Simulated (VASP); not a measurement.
Here is a VASP 6.6.1 calculation.

File INCAR:

```
SYSTEM = ZnAu
PREC = Accurate
ENCUT = 520
EDIFF = 1E-7
ISMEAR = -1
SIGMA = 0.05
LREAL = .FALSE.
LASPH = .TRUE.
NELM = 100
ALGO = Normal
ISIF = 2
LWAVE = .FALSE.
LCHARG = .FALSE.
GGA = PS
NBANDS = 18
```

Contents of KPOINTS:

```
Automatic mesh
0
G
  8 8 8
  0 0 0
```

File POSCAR:

```
ZnAu
1.0
    3.1044677592      0.0000000000      0.0000000000
    0.0000000000      3.1044677592      0.0000000000
    0.0000000000      0.0000000000      3.1044677592
Au Zn
1 1
Direct
    0.0000000000      0.0000000000      0.0000000000
    0.5000000000      0.5000000000      0.5000000000
```

Potentials or basis: VASP PAW PBE potentials, release 64 (Au, Zn).

Command:

```bash
$ cat potpaw_PBE.64/Au/POTCAR potpaw_PBE.64/Zn/POTCAR > POTCAR
$ mpirun -np 1 vasp_std > vasp.out
```

(1) Predict the pressure.

(2) What does it give for the band gap on the k mesh?

Results:

(1) 4.0 GPa.

(2) zero (an odd number of electrons rules out a gap without spin polarisation).

Caveat: the cell stands under pressure; the PAW data sets were made with another functional, which shifts forces and pressure a little; spin-orbit coupling is left out, which moves the levels of the heavy elements.
